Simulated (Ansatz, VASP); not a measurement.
GaO3: VASP beside Ansatz

The input INCAR:

```
SYSTEM = GaO3
ALGO = Normal
EDIFF = 1E-6
EDIFFG = -0.04
ENCUT = 600
GGA = PE
IBRION = 2
ISIF = 3
ISMEAR = 0
LASPH = .TRUE.
LCHARG = .FALSE.
LREAL = .FALSE.
LWAVE = .FALSE.
NELM = 80
NSW = 90
PREC = Accurate
SIGMA = 0.1
```

Contents of KPOINTS:

```
k-points
0
G
  6 6 6
  0 0 0
```

Contents of POSCAR:

```
GaO3
1.0
   -2.3838979300      2.3838979300      2.3838979300
    2.3838979300     -2.3838979300      2.3838979300
    2.3838979300      2.3838979300     -2.3838979300
Ga O
1 3
Direct
    0.0000000000      0.0000000000      0.0000000000
    0.0000000000      0.5000000000      0.5000000000
    0.5000000000      0.0000000000      0.5000000000
    0.5000000000      0.5000000000      0.0000000000
```

Input for Ansatz:

```yaml
crystal:
  lattice:
    - [-2.38389793, 2.38389793, 2.38389793]
    - [2.38389793, -2.38389793, 2.38389793]
    - [2.38389793, 2.38389793, -2.38389793]
  atoms:
    - { symbol: Ga, position: [0.0, 0.0, 0.0] }
    - { symbol: O, position: [0.0, 0.5, 0.5] }
    - { symbol: O, position: [0.5, 0.0, 0.5] }
    - { symbol: O, position: [0.5, 0.5, 0.0] }
basis:
  ecutwfc: 420
kpoints:
  mp_grid: { grid: [6, 6, 6] }
hamiltonian:
  xc: pbe
scf:
  occupations: { method: gaussian, width: 0.1 }
  lower_state_search: "off"
output:
  forces: true
  stress: true
  eigenvalues: true
relax:
  adjacent_minimum: "off"
  f_tol: 0.04
  max_steps: 70
  cell: { stress_tol: 0.4 }
```

Alike in both runs: task relaxation of cell and atoms; functional PBE; k mesh 6 × 6 × 6; occupations gaussian, width 0.1 eV; no spin polarisation.

```csv
,VASP,Ansatz
version,VASP 6.6.1,Ansatz 0.2.0
potentials or method,"VASP PAW PBE potentials, release 64 (Ga_d, O), cutoff 600 eV","scalar-relativistic, plane waves, PAW"
valence electrons in the cell,31,31
```

|  | VASP | Ansatz | Ansatz less VASP |
| --- | --- | --- | --- |
| gap on the k mesh at the Fermi level, each at its own relaxed structure (eV) | none | none | - |
| relaxed volume (Å³/atom) | 8.97 | 8.94 | -0.029 |
| relaxed length of the cell vector where the two differ most in proportion (Å) | 3.599 | 3.595 | -0.0039 |

A gap of «none» marks a metal or a gap that the smearing closes.

Noted on VASP's run: the volume moved by over 15 % at a fixed basis, so the end points are rough.
